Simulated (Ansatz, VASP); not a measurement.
## C in VASP and in Ansatz

```xyz
4
Lattice="2.4657 0.0000 0.0000 -1.2328 2.1353 0.0000 0.0000 0.0000 17.5001" Properties=species:S:1:pos:R:3 pbc="T T T"
C     1.2328    0.7118    4.5000
C     0.0000    1.4235    4.5000
C     0.8219    1.4235    7.9101
C    -0.4109    2.1353    7.9100
```

Alike in both runs: task single point; functional PBE; dispersion D3(BJ); k mesh 15 × 15 × 1; occupations gaussian, width 0.1 eV; no spin polarisation.

|  | VASP | Ansatz |
| --- | --- | --- |
| version | VASP 6.6.1 | Ansatz 0.2.0 |
| potentials or method | VASP PAW PBE potentials, release 64 (C), cutoff 520 eV | scalar-relativistic, plane waves, PAW |
| valence electrons in the cell | 16 | 16 |

```tsv
	VASP	Ansatz	Ansatz less VASP
gap on the k mesh at the Fermi level (eV)	0.35	0.35	0.000
least direct gap on the mesh (eV)	0.35	0.35	0.000
rms of the force components (eV/Å)	0.007	0.007	-0.0001
```

Atom by atom the forces differ by 0.000 eV/Å (rms over components). Ansatz's warnings: structure snapped to symmetry.
